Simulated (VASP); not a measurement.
# Ge in VASP: notebook

Ge is run at these levels: PBE; tasks: single point.

All numbers are computed with VASP 6.6.1; they aren't measurements. Logs are shortened: lines on timing, memory, paths and dates and some standing lists are left out, and cuts for length are marked.

## (1) The cell of the first run

The cell holds a disordered packing, 14 atoms: a = 6.680 Å, b = 7.035 Å, c = 6.879 Å, α = 92.79°, β = 92.55°, γ = 89.61°.

## (2) Single point, PBE

Contents of INCAR:

```
  PREC = Accurate
  ENCUT = 410
  EDIFF = 1E-6
  ISMEAR = -1
  SIGMA = 0.05
  LREAL = False
  LASPH = True
  NELM = 120
  ALGO = Normal
  ISIF = 2
  LWAVE = False
  LCHARG = False
  GGA = PE
  NBANDS = 111
  ISYM = -1
  GGA_COMPAT = False
```

Contents of KPOINTS:

```
explicit points
1
Reciprocal
  0.25000000   0.25000000   0.25000000 1
```

Contents of POSCAR:

```
Ge
1.0
    6.6784480000      0.0216250000     -0.1503050000
    0.0216250000      7.0326220000     -0.1691540000
   -0.1503050000     -0.1691540000      6.8752970000
Ge
14
Direct
    0.1663091280      0.8436538642      0.8940146905
    0.5269373205      0.1880755678      0.8408810628
    0.6930109457      0.8963875226      0.6761647599
   -0.0283545727      0.1428714029      0.5230701212
    0.3602241205      0.0679007526      0.1451409547
    0.9167239927      0.1976692230      0.9048209466
    0.0491769310      0.5104863430      0.7451904035
    0.9874715782      0.5850958912      0.3776340463
    0.4165321287      0.4863553190      0.6275679159
    0.1631546810      0.3897126675      0.1426871335
    0.2801829988      0.8824354960      0.5433701845
    0.5661657344      0.7267417788      0.3420525425
    0.6557360216      0.3387677670      0.3255964543
    0.7710781849      0.8413214525      0.0253161130
```

Potentials or basis: VASP PAW PBE potentials, release 64 (Ge_d).

Started as:

```
$ cat potpaw_PBE.64/Ge_d/POTCAR > POTCAR
$ mpirun -np 1 vasp_std > vasp.out
```

OUTCAR:

```text
PREC = Accurate
   ENCUT = 410
   EDIFF = 1E-6
   ISMEAR = -1
   LREAL = False
   LASPH = True
   NELM = 120
   ISIF = 2
   GGA = PE
   ISYM = -1

 ion  position               nearest neighbor table
   1  0.166  0.844  0.894-  11 2.59   5 2.59   7 2.62  14 2.83
   2  0.527  0.188  0.841-   3 2.56   5 2.59   6 2.62   9 2.70
   3  0.693  0.896  0.676-  14 2.48   2 2.56  12 2.65   4 2.82  11 2.87
   4  0.972  0.143  0.523-   6 2.68  11 2.75   3 2.82  13 2.84
   5  0.360  0.068  0.145-   1 2.59   2 2.59  10 2.61
   6  0.917  0.198  0.905-  10 2.61   2 2.62   4 2.68   7 2.68  14 2.87
   7  0.049  0.510  0.745-   9 2.62   8 2.62   1 2.62   6 2.68
   8  0.987  0.585  0.378-  10 2.41   7 2.62  13 2.82
   9  0.417  0.486  0.628-   7 2.62   2 2.70  13 2.83  12 2.87
  10  0.163  0.390  0.143-   8 2.41   6 2.61   5 2.61
  11  0.280  0.882  0.543-   1 2.59  12 2.61   4 2.75   3 2.87
  12  0.566  0.727  0.342-  11 2.61   3 2.65  14 2.78  13 2.79   9 2.87
  13  0.656  0.339  0.326-  12 2.79   8 2.82   9 2.83   4 2.84
  14  0.771  0.841  0.025-   3 2.48  12 2.78   1 2.83   6 2.87

IMPORTANT INFORMATION: All symmetrisations will be switched off!
NOSYMM: (Re-)initialisation of all symmetry stuff for point group C_1.

----------------------------------------------------------------------------------------

                                     Primitive cell

  volume of cell :     322.5600

  direct lattice vectors                    reciprocal lattice vectors
     6.678448000  0.021625000 -0.150305000     0.149810122 -0.000382111  0.003265688
     0.021625000  7.032622000 -0.169154000    -0.000382111  0.142279647  0.003492175
    -0.150305000 -0.169154000  6.875297000     0.003265688  0.003492175  0.145605574

  length of vectors
     6.680174169  7.034689255  6.879019807     0.149846199  0.142323011  0.145684052

  position of ions in fractional coordinates (direct lattice)
     0.166309128  0.843653864  0.894014691
     0.526937320  0.188075568  0.840881063
     0.693010946  0.896387523  0.676164760
     0.971645427  0.142871403  0.523070121
     0.360224120  0.067900753  0.145140955
     0.916723993  0.197669223  0.904820947
     0.049176931  0.510486343  0.745190403
     0.987471578  0.585095891  0.377634046
     0.416532129  0.486355319  0.627567916
     0.163154681  0.389712667  0.142687133
     0.280182999  0.882435496  0.543370184
     0.566165734  0.726741779  0.342052542
     0.655736022  0.338767767  0.325596454
     0.771078185  0.841321452  0.025316113

  ion indices of the primitive-cell ions
   primitive index   ion index
                 1           1
                 2           2
                 3           3
                 4           4
                 5           5
                 6           6
                 7           7
                 8           8
                 9           9
                10          10
                11          11
                12          12
                13          13
                14          14

----------------------------------------------------------------------------------------

 KPOINTS: explicit points

Read explicit list of k-points.

 Found      1 k-points:

 Following reciprocal coordinates:
            Coordinates               Weight
  0.250000  0.250000  0.250000      1.000000
   k-points           NKPTS =      1   k-points in BZ     NKDIM =      1   number of bands    NBANDS=    111
   number of dos      NEDOS =    301   number of ions     NIONS =     14
   total plane-waves  NPLWV = 110592
   dimension x,y,z NGX =    48 NGY =   48 NGZ =   48
   dimension x,y,z NGXF=    96 NGYF=   96 NGZF=   96
   ions per type =              14
   NGX,Y,Z   is equivalent  to a cutoff of  11.95, 11.34, 11.60 a.u.
   NGXF,Y,Z  is equivalent  to a cutoff of  23.89, 22.69, 23.20 a.u.
 SYSTEM =  unknown system
   PREC   = accura    normal or accurate (medium, high low for compatibility)
   ISTART =      0    job   : 0-new  1-cont  2-samecut
   ICHARG =      2    charge: 1-file 2-atom 10-const
   ISPIN  =      1    spin polarized calculation?
   LNONCOLLINEAR =      F non collinear calculations
   LSORBIT =      F    spin-orbit coupling
   LASPH  =      T    aspherical Exc in radial PAW
   ENCUT  =  410.0 eV  30.13 Ry    5.49 a.u.  11.03 11.61 11.36*2*pi/ulx,y,z
   NELM   =    120;   NELMIN=  2; NELMDL= -5     # of ELM steps
   EDIFF  = 0.1E-05   stopping-criterion for ELM
   LREAL  =      F    real-space projection
   EDIFFG = 0.1E-04   stopping-criterion for IOM
   NSW    =      0    number of steps for IOM
   IBRION =     -1    ionic relax: 0-MD 1-quasi-New 2-CG
   NFREE  =      0    steps in history (QN), initial steepest desc. (CG)
   ISIF   =      2    stress and relaxation
   ISYM   =     -1    0-nonsym 1-usesym 2-fastsym
   POTIM  = 0.5000    time-step for ionic-motion
   TEBEG  =    0.0;   TEEND  =   0.0 temperature during run
   PSTRESS=    0.0 pullay stress
   NELECT =     196.0000    total number of electrons
   NUPDOWN=      -1.0000    fix difference up-down
   EMIN   =  10.00;   EMAX   =-10.00  energy-range for DOS
   EFERMI =   0.00;   METHOD = LEGACY
   ISMEAR =    -1;   SIGMA  =   0.05  broadening in eV -4-tet -1-fermi 0-gaus
   EFERMI_NEDOS =   21; number of points for ismear=-14 and -15
   IALGO  =     38    algorithm
   IMIX   =      4    mixing-type and parameters
     AMIX     =   0.40;   BMIX     =  1.00
     AMIX_MAG =   1.60;   BMIX_MAG =  1.00
  volume/ion in A,a.u.               =      23.04       155.48
  Fermi-wavevector in a.u.,A,eV,Ry     =   1.386618  2.620327 26.160033  1.922708
  Thomas-Fermi vector in A             =   2.510916
   LORBIT       =      0    0 simple, 1 ext, 2 COOP (PROOUT), +10 PAW based schemes
   GGA     = PE    functional components
   LHFCALC =     F    Hartree Fock is set to
   AEXX    =    0.0000 exact exchange contribution
   IVDW    =     0    specifies the selected vdW correction
   LEPSILON=     F    determine dielectric tensor
   LRPA    =     F    only Hartree local field effects (RPA)
 non-spin polarized calculation
  energy-cutoff  :      410.00
  volume of cell :      322.56
 maximum number of plane-waves:      6083
 NGX is ok and might be reduce to    48
   NGX = 23   NGY = 23   NGZ = 23

 number of electron     196.0000002 magnetization

 Free energy of the ion-electron system (eV)
  ---------------------------------------------------
  ext. energy  EPLUGINS =         0.00000000
  ---------------------------------------------------
  free energy    TOTEN  =       -58.99564058 eV

  energy without entropy =      -58.99063406  energy(sigma->0) =      -58.99313732

 E-fermi :   4.8017     XC(G=0): -10.0882

 val. band max:        4.5232684646   @ k =   0.2500   0.2500   0.2500
 cond. band min:       5.0800729439   @ k =   0.2500   0.2500   0.2500
 fundamental gap:      0.5568044792
 Fermi energy:         4.8016660542

 k-point     1 :       0.2500    0.2500    0.2500
  band No.  band energies     occupation
      1     -20.1680      2.00000
      2     -20.1443      2.00000
      3     -20.1411      2.00000
      4     -20.1322      2.00000
      5     -20.1286      2.00000
      6     -20.1143      2.00000
[... 102 lines left out ...]
    109       7.5873      0.00000
    110       7.7390      0.00000
 [bands above 110 left out]

------------------------ aborting loop because EDIFF is reached ----------------------------------------

  FORCE on cell =-STRESS in cart. coord.  units (eV):
  Direction    XX          YY          ZZ          XY          YZ          ZX
  --------------------------------------------------------------------------------------
  -------------------------------------------------------------------------------------
  Total       -1.9069888     -1.3315636     -6.6552784      2.3562711      7.1233320      0.8231529
  in kB       -9.4721425     -6.6139666    -33.0572188     11.7037582     35.3820724      4.0886563
  external PRESSURE =     -16.3811093 kB  Pullay stress =       0.0000000 kB

 VOLUME and BASIS-vectors are now :
 -----------------------------------------------------------------------------
  energy-cutoff  :      410.00
  volume of cell :      322.56
      direct lattice vectors                 reciprocal lattice vectors
     6.678448000  0.021625000 -0.150305000     0.149810122 -0.000382111  0.003265688
     0.021625000  7.032622000 -0.169154000    -0.000382111  0.142279647  0.003492175
    -0.150305000 -0.169154000  6.875297000     0.003265688  0.003492175  0.145605574

 POSITION                                       TOTAL-FORCE (eV/Angst)
 -----------------------------------------------------------------------------------
      0.99456      5.78547      5.97891        -0.497043     -0.395664      0.315698
      3.39680      1.19182      5.67029         0.011652      0.087911     -0.243311
      4.54599      6.20456      4.39304         0.054699     -0.002058     -1.146583
      6.41355      0.93729      3.42605        -0.247558     -0.041531      0.138093
      2.38539      0.46076      0.93226         0.977680      0.052242      0.267736
      5.99057      1.25690      6.04969        -0.383788      0.005939     -0.070736
      0.22746      3.46507      5.02966        -0.293576      0.193468      0.422591
      6.55067      4.07223      2.34895        -0.831222     -0.015881      0.488153
      2.69798      3.32321      4.16984         0.872836      0.215803     -0.158635
      1.07660      2.72009      0.89057         0.165347     -0.508900     -0.737103
      1.80860      6.11998      3.54445        -0.155360      0.177828      0.151442
      3.74541      5.06528      2.14368        -0.435601      0.256449     -0.115526
      4.33769      2.34153      2.08271         0.379218     -0.171143      0.379976
      5.16399      5.92909     -0.08415         0.382717      0.145536      0.308204
 -----------------------------------------------------------------------------------
    total drift:                                0.003228     -0.001650     -0.003781

  FREE ENERGIE OF THE ION-ELECTRON SYSTEM (eV)
  ---------------------------------------------------
  free  energy   TOTEN  =       -58.9956405776 eV

  energy  without entropy=      -58.9906340582  energy(sigma->0) =      -58.99313732
```

Run time: 95 s. Hardware: 1 thread of Intel Xeon Platinum 8259CL at 2.50GHz (Skylake/Cascade Lake), shared host; peak memory 0.3 GiB.

Results:

```
Free energy   : -58.9956 eV
Pressure      : -1.6 GPa
Largest force : 1.148 eV/Å
```

Forces on the atoms (eV/Å):
```
Ge  -0.497 -0.396  0.316
Ge   0.012  0.088 -0.243
Ge   0.055 -0.002 -1.147
Ge  -0.248 -0.042  0.138
Ge   0.978  0.052  0.268
Ge  -0.384  0.006 -0.071
Ge  -0.294  0.193  0.423
Ge  -0.831 -0.016  0.488
Ge   0.873  0.216 -0.159
Ge   0.165 -0.509 -0.737
Ge  -0.155  0.178  0.151
Ge  -0.436  0.256 -0.116
Ge   0.379 -0.171  0.380
Ge   0.383  0.146  0.308
```

Levels at points of the mesh, in eV from the Fermi level:
| k point | band 95 | band 96 | band 97 | band 98 | band 99 | band 100 | band 101 | band 102 |
| --- | --- | --- | --- | --- | --- | --- | --- | --- |
| (0.25, 0.25, 0.25) | -1.27 | -0.80 | -0.64 | -0.28 | 0.28 | 0.63 | 0.85 | 1.27 |

Caveat: the atoms stand as in a frame of molecular dynamics.

(Continued in part 2 of 2.)
